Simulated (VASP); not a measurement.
# Cu (Fm-3m) in VASP: a series of runs

Runs on Cu. Level: PBEsol. Tasks: single point.

All numbers are computed with VASP 6.6.1; they aren't measurements. Logs are shortened: lines on timing, memory, paths and dates and some standing lists are left out, and cuts for length are marked.

### Step 1. The cell of the first run

It takes space group Fm-3m (No. 225, cubic). The conventional cell has a = 3.537 Å, b = 3.537 Å, c = 3.537 Å, α = 90.00°, β = 90.00°, γ = 90.00°. Cu (site symmetry m-3m) has 12 Cu at 2.50 Å within 3.3 Å.

### Step 2. Single point, PBEsol

Contents of INCAR:

```
PREC = Accurate ; ENCUT = 520
EDIFF = 1E-7 ; ISMEAR = -1
SIGMA = 0.05 ; LREAL = False
LASPH = True ; NELM = 100
ALGO = Normal ; ISIF = 2
LWAVE = False ; LCHARG = False
GGA = PS ; NBANDS = 12
```

Contents of KPOINTS:

```
Automatic mesh
0
Gamma
  26 26 26
```

Contents of POSCAR:

```
Cu
1.0
    0.0000000000      1.7684184873      1.7684184873
    1.7684184873      0.0000000000      1.7684184873
    1.7684184873      1.7684184873      0.0000000000
Cu
1
Direct
    0.0000000000      0.0000000000      0.0000000000
```

Potentials or basis: VASP PAW PBE potentials, release 64 (Cu).

Run with:

```sh
$ cat potpaw_PBE.64/Cu/POTCAR > POTCAR
$ mpirun -np 1 vasp_std > vasp.out
```

OUTCAR:

```text
PREC = Accurate
   ENCUT = 520
   EDIFF = 1E-7
   ISMEAR = -1
   LREAL = False
   LASPH = True
   NELM = 100
   ISIF = 2
   GGA = PS

 ion  position               nearest neighbor table
   1  0.000  0.000  0.000-

  LATTYP: Found a face centered cubic cell.
 ALAT       =     3.5368369746

  Lattice vectors:

 A1 = (   0.0000000000,   1.7684184873,   1.7684184873)
 A2 = (   1.7684184873,   0.0000000000,   1.7684184873)
 A3 = (   1.7684184873,   1.7684184873,   0.0000000000)

Analysis of symmetry for initial positions (statically):
=====================================================================
 Subroutine PRICEL returns:
 Original cell was already a primitive cell.

 Routine SETGRP: Setting up the symmetry group for a
 face centered cubic supercell.

 Subroutine GETGRP returns: Found 48 space group operations
 (whereof 48 operations were pure point group operations)
 out of a pool of 48 trial point group operations.

The static configuration has the point symmetry O_h .

Analysis of symmetry for dynamics (positions and initial velocities):
=====================================================================
 Subroutine PRICEL returns:
 Original cell was already a primitive cell.

 Routine SETGRP: Setting up the symmetry group for a
 face centered cubic supercell.

 Subroutine GETGRP returns: Found 48 space group operations
 (whereof 48 operations were pure point group operations)
 out of a pool of 48 trial point group operations.

The dynamic configuration has the point symmetry O_h .

 Subroutine INISYM returns: Found 48 space group operations
 (whereof 48 operations are pure point group operations),
 and found     1 'primitive' translations

----------------------------------------------------------------------------------------

                                     Primitive cell

  volume of cell :      11.0608

  direct lattice vectors                    reciprocal lattice vectors
     0.000000000  1.768418487  1.768418487    -0.282738505  0.282738505  0.282738505
     1.768418487  0.000000000  1.768418487     0.282738505 -0.282738505  0.282738505
     1.768418487  1.768418487  0.000000000     0.282738505  0.282738505 -0.282738505

  length of vectors
     2.500921409  2.500921409  2.500921409     0.489717457  0.489717457  0.489717457

  position of ions in fractional coordinates (direct lattice)
     0.000000000  0.000000000  0.000000000

  ion indices of the primitive-cell ions
   primitive index   ion index
                 1           1

----------------------------------------------------------------------------------------

 KPOINTS: Automatic mesh

Automatic generation of k-mesh.
 Grid dimensions read from file:
 generate k-points for:   26   26   26

 Generating k-lattice:

  Cartesian coordinates                     Fractional coordinates (reciprocal lattice)
    -0.010874558  0.010874558  0.010874558     0.038461538  0.000000000  0.000000000
     0.010874558 -0.010874558  0.010874558     0.000000000  0.038461538  0.000000000
     0.010874558  0.010874558 -0.010874558     0.000000000  0.000000000  0.038461538

  Length of vectors
     0.018835287  0.018835287  0.018835287

  Shift w.r.t. Gamma in fractional coordinates (k-lattice)
     0.000000000  0.000000000  0.000000000

 Subroutine IBZKPT returns following result:
 ===========================================

 Found    511 irreducible k-points:

 Following reciprocal coordinates:
            Coordinates               Weight
  0.000000  0.000000  0.000000      1.000000
  0.038462  0.000000  0.000000      8.000000
  0.076923  0.000000  0.000000      8.000000
  0.115385  0.000000  0.000000      8.000000
  0.153846  0.000000  0.000000      8.000000
  0.192308  0.000000  0.000000      8.000000
[... 16 lines left out ...]
  0.346154  0.038462  0.000000     24.000000
  0.384615  0.038462  0.000000     24.000000
 [... further k-points ...]
   k-points           NKPTS =    511   k-points in BZ     NKDIM =    511   number of bands    NBANDS=     12
   number of dos      NEDOS =    301   number of ions     NIONS =      1
   total plane-waves  NPLWV =   8000
   dimension x,y,z NGX =    20 NGY =   20 NGZ =   20
   dimension x,y,z NGXF=    40 NGYF=   40 NGZF=   40
   ions per type =               1
   NGX,Y,Z   is equivalent  to a cutoff of  13.29, 13.29, 13.29 a.u.
   NGXF,Y,Z  is equivalent  to a cutoff of  26.59, 26.59, 26.59 a.u.
 SYSTEM =  unknown system
   PREC   = accura    normal or accurate (medium, high low for compatibility)
   ISTART =      0    job   : 0-new  1-cont  2-samecut
   ICHARG =      2    charge: 1-file 2-atom 10-const
   ISPIN  =      1    spin polarized calculation?
   LNONCOLLINEAR =      F non collinear calculations
   LSORBIT =      F    spin-orbit coupling
   LASPH  =      T    aspherical Exc in radial PAW
   ENCUT  =  520.0 eV  38.22 Ry    6.18 a.u.   4.65  4.65  4.65*2*pi/ulx,y,z
   NELM   =    100;   NELMIN=  2; NELMDL= -5     # of ELM steps
   EDIFF  = 0.1E-06   stopping-criterion for ELM
   LREAL  =      F    real-space projection
   EDIFFG = 0.1E-05   stopping-criterion for IOM
   NSW    =      0    number of steps for IOM
   IBRION =     -1    ionic relax: 0-MD 1-quasi-New 2-CG
   NFREE  =      0    steps in history (QN), initial steepest desc. (CG)
   ISIF   =      2    stress and relaxation
   ISYM   =      2    0-nonsym 1-usesym 2-fastsym
   POTIM  = 0.5000    time-step for ionic-motion
   TEBEG  =    0.0;   TEEND  =   0.0 temperature during run
   PSTRESS=    0.0 pullay stress
   NELECT =      11.0000    total number of electrons
   NUPDOWN=      -1.0000    fix difference up-down
   EMIN   =  10.00;   EMAX   =-10.00  energy-range for DOS
   EFERMI =   0.00;   METHOD = LEGACY
   ISMEAR =    -1;   SIGMA  =   0.05  broadening in eV -4-tet -1-fermi 0-gaus
   EFERMI_NEDOS =   21; number of points for ismear=-14 and -15
   IALGO  =     38    algorithm
   IMIX   =      4    mixing-type and parameters
     AMIX     =   0.40;   BMIX     =  1.00
     AMIX_MAG =   1.60;   BMIX_MAG =  1.00
  volume/ion in A,a.u.               =      11.06        74.64
  Fermi-wavevector in a.u.,A,eV,Ry     =   1.634095  3.087992 36.331189  2.670267
  Thomas-Fermi vector in A             =   2.725791
   LORBIT       =      0    0 simple, 1 ext, 2 COOP (PROOUT), +10 PAW based schemes
   GGA     = PS    functional components
   LHFCALC =     F    Hartree Fock is set to
   AEXX    =    0.0000 exact exchange contribution
   IVDW    =     0    specifies the selected vdW correction
   LEPSILON=     F    determine dielectric tensor
   LRPA    =     F    only Hartree local field effects (RPA)
 non-spin polarized calculation
  energy-cutoff  :      520.00
  volume of cell :       11.06
 maximum number of plane-waves:       308
   NGX =  9   NGY =  9   NGZ =  9

 number of electron      11.0000007 magnetization

 Free energy of the ion-electron system (eV)
  ---------------------------------------------------
  ext. energy  EPLUGINS =         0.00000000
  ---------------------------------------------------
  free energy    TOTEN  =        -4.30577197 eV

  energy without entropy =       -4.30357570  energy(sigma->0) =       -4.30467384

 E-fermi :   8.2445     XC(G=0): -13.2952

 val. band max:        8.2397686644   @ k =   0.4615   0.2308   0.0000
 cond. band min:       8.2580094360   @ k =  -0.4615   0.1154   0.0385
 fundamental gap:      0.0182407715
 Fermi energy:         8.2444593287

 k-point     1 :       0.0000    0.0000    0.0000
  band No.  band energies     occupation
      1      -1.6628      2.00000
      2       5.0025      2.00000
      3       5.0025      2.00000
      4       5.0025      2.00000
      5       5.9234      2.00000
      6       5.9234      2.00000
      7      31.3444      0.00000
      8      34.4745      0.00000
      9      34.4745      0.00000
     10      34.4745      0.00000
     11      37.0218      0.00000
     12      37.0218      0.00000

 k-point     2 :       0.0385    0.0000    0.0000
  band No.  band energies     occupation
      1      -1.6062      2.00000
      2       4.9894      2.00000
      3       5.0141      2.00000
      4       5.0141      2.00000
      5       5.9186      2.00000
      6       5.9186      2.00000
      7      31.1141      0.00000
      8      33.5164      0.00000
      9      34.2795      0.00000
     10      34.2795      0.00000
     11      37.2934      0.00000
     12      37.2934      0.00000

 k-point     3 :       0.0769    0.0000    0.0000
  band No.  band energies     occupation
      1      -1.4372      2.00000
      2       4.9518      2.00000
      3       5.0466      2.00000
      4       5.0466      2.00000
      5       5.9062      2.00000
      6       5.9062      2.00000
      7      30.0604      0.00000
      8      32.5365      0.00000
      9      33.8511      0.00000
     10      33.8511      0.00000
     11      37.9397      0.00000
     12      37.9397      0.00000

 k-point     4 :       0.1154    0.0000    0.0000
  band No.  band energies     occupation
      1      -1.1589      2.00000
      2       4.8949      2.00000
      3       5.0933      2.00000
      4       5.0933      2.00000
      5       5.8926      2.00000
      6       5.8926      2.00000
      7      28.2377      0.00000
      8      32.1801      0.00000
      9      33.3734      0.00000
     10      33.3734      0.00000
     11      38.7177      0.00000
     12      38.7185      0.00000

 k-point     5 :       0.1538    0.0000    0.0000
  band No.  band energies     occupation
      1      -0.7768      2.00000
      2       4.8274      2.00000
      3       5.1420      2.00000
      4       5.1420      2.00000
      5       5.8892      2.00000
      6       5.8892      2.00000
      7      26.2137      0.00000
      8      31.9721      0.00000
      9      32.9212      0.00000
     10      32.9212      0.00000
     11      38.8284      0.00000
     12      39.3048      0.00000
[... 228 lines left out ...]
      1       0.6986      2.00000
      2       4.6873      2.00000
      3       5.1702      2.00000
      4       5.1902      2.00000
      5       5.9697      2.00000
      6       6.1044      2.00000
      7      20.9332      0.00000
      8      30.7120      0.00000
      9      30.7174      0.00000
     10      33.6665      0.00000
     11      36.1330      0.00000
     12      38.7238      0.00000

 k-point    22 :       0.3077    0.0385    0.0000
  band No.  band energies     occupation
      1       1.3096      2.00000
      2       4.7412      2.00000
      3       5.1268      2.00000
      4       5.1581      2.00000
      5       6.0974      2.00000
      6       6.2073      2.00000
      7      19.0650      0.00000
      8      30.4270      0.00000
      9      30.4941      0.00000
     10      33.1351      0.00000
     11      35.6398      0.00000
     12      37.8526      0.00000

 k-point    23 :       0.3462    0.0385    0.0000
  band No.  band energies     occupation
      1       1.8754      2.00000
      2       4.9198      2.00000
      3       5.0753      2.00000
      4       5.1151      2.00000
      5       6.2472      2.00000
      6       6.3151      2.00000
      7      17.2970      0.00000
      8      30.1575      0.00000
      9      30.3578      0.00000
     10      32.5682      0.00000
     11      35.2418      0.00000
     12      37.0439      0.00000

 k-point    24 :       0.3846    0.0385    0.0000
  band No.  band energies     occupation
      1       2.3167      2.00000
      2       5.0251      2.00000
      3       5.0703      2.00000
      4       5.2686      2.00000
      5       6.4137      2.00000
      6       6.4185      2.00000
      7      15.6574      0.00000
      8      29.9160      0.00000
      9      30.3128      0.00000
     10      32.0130      0.00000
     11      34.9735      0.00000
     12      36.3259      0.00000

 [... further k-points ...]

------------------------ aborting loop because EDIFF is reached ----------------------------------------

  FORCE on cell =-STRESS in cart. coord.  units (eV):
  Direction    XX          YY          ZZ          XY          YZ          ZX
  --------------------------------------------------------------------------------------
  -------------------------------------------------------------------------------------
  Total        0.3265238      0.3265238      0.3265238     -0.0000000      0.0000000      0.0000000
  in kB       47.2977278     47.2977278     47.2977278     -0.0000000      0.0000000      0.0000000
  external PRESSURE =      47.2977278 kB  Pullay stress =       0.0000000 kB

 VOLUME and BASIS-vectors are now :
 -----------------------------------------------------------------------------
  energy-cutoff  :      520.00
  volume of cell :       11.06
      direct lattice vectors                 reciprocal lattice vectors
     0.000000000  1.768418487  1.768418487    -0.282738505  0.282738505  0.282738505
     1.768418487  0.000000000  1.768418487     0.282738505 -0.282738505  0.282738505
     1.768418487  1.768418487  0.000000000     0.282738505  0.282738505 -0.282738505

 POSITION                                       TOTAL-FORCE (eV/Angst)
 -----------------------------------------------------------------------------------
      0.00000      0.00000      0.00000        -0.000000     -0.000000      0.000000
 -----------------------------------------------------------------------------------
    total drift:                                0.000000     -0.000000      0.000000

  FREE ENERGIE OF THE ION-ELECTRON SYSTEM (eV)
  ---------------------------------------------------
  free  energy   TOTEN  =        -4.3057719743 eV

  energy  without entropy=       -4.3035757015  energy(sigma->0) =       -4.30467384
```

Wall time 29 s (1 thread of Intel Xeon 6975P-C (Granite Rapids), shared host); peak memory 0.18 GiB.

Results:

* Free energy: -4.3058 eV
* Pressure: 4.7 GPa
* Band gap on the k mesh: zero (an odd number of electrons rules out a gap without spin polarisation)

Levels at points of the mesh, in eV from the Fermi level:
| k point | band 2 | band 3 | band 4 | band 5 | band 6 | band 7 | band 8 | band 9 | band 10 | band 11 |
| --- | --- | --- | --- | --- | --- | --- | --- | --- | --- | --- |
| (0.00, 0.00, 0.00) | -3.24 | -3.24 | -3.24 | -2.32 | -2.32 | 23.10 | 26.23 | 26.23 | 26.23 | 28.78 |
| (0.50, 0.00, 0.00) | -3.28 | -3.28 | -1.69 | -1.69 | -1.24 | 4.07 | 21.56 | 23.05 | 23.05 | 25.99 |
| (0.50, 0.50, 0.00) | -4.79 | -1.71 | -1.54 | -1.54 | 1.40 | 7.56 | 13.54 | 13.54 | 18.23 | 21.35 |

Caveat: the cell stands under pressure; the PAW data sets were made with another functional, which shifts forces and pressure a little.

### Step 3. Single point, PBEsol

This run uses another cell than the first one, of 11.25 Å³/atom.

Contents of INCAR:

```
PREC = Accurate
ENCUT = 520
EDIFF = 1E-6
ISMEAR = -1
SIGMA = 0.05
LREAL = F
LASPH = T
NELM = 100
ALGO = Normal
ISIF = 2
LWAVE = F
LCHARG = F
GGA = PS
NBANDS = 12
```

Contents of KPOINTS:

```
regular mesh
0
Gamma
  26 26 26
```

Contents of POSCAR:

```
Cu
1.0
    0.0000000000      1.7782839378      1.7782839378
    1.7782839378      0.0000000000      1.7782839378
    1.7782839378      1.7782839378      0.0000000000
Cu
1
Direct
    0.0000000000      0.0000000000      0.0000000000
```

Potentials or basis: VASP PAW PBE potentials, release 64 (Cu).

Run with:

```sh
$ cat potpaw_PBE.64/Cu/POTCAR > POTCAR
$ mpirun -np 1 vasp_std > vasp.out
```

It took 30 s on 1 thread of Intel Xeon 6975P-C (Granite Rapids), shared host; peak memory 0.18 GiB.

Results (log left out):

```yaml
Free_energy: -4.3096 eV
Pressure: 1.7 GPa
Band_gap_on_the_k_mesh: zero (an odd number of electrons rules out a gap without spin polarisation)
```

Levels at points of the mesh, in eV from the Fermi level:
```csv
k point,band 4,band 5,band 6,band 7,band 8,band 9
"(0.00, 0.00, 0.00)",-3.19,-2.29,-2.29,22.97,25.97,25.97
"(0.50, 0.00, 0.00)",-1.68,-1.68,-1.19,3.98,21.44,22.78
"(0.50, 0.50, 0.00)",-1.52,-1.52,1.41,7.44,13.41,13.41
```

Caveat: the PAW data sets were made with another functional, which shifts forces and pressure a little.
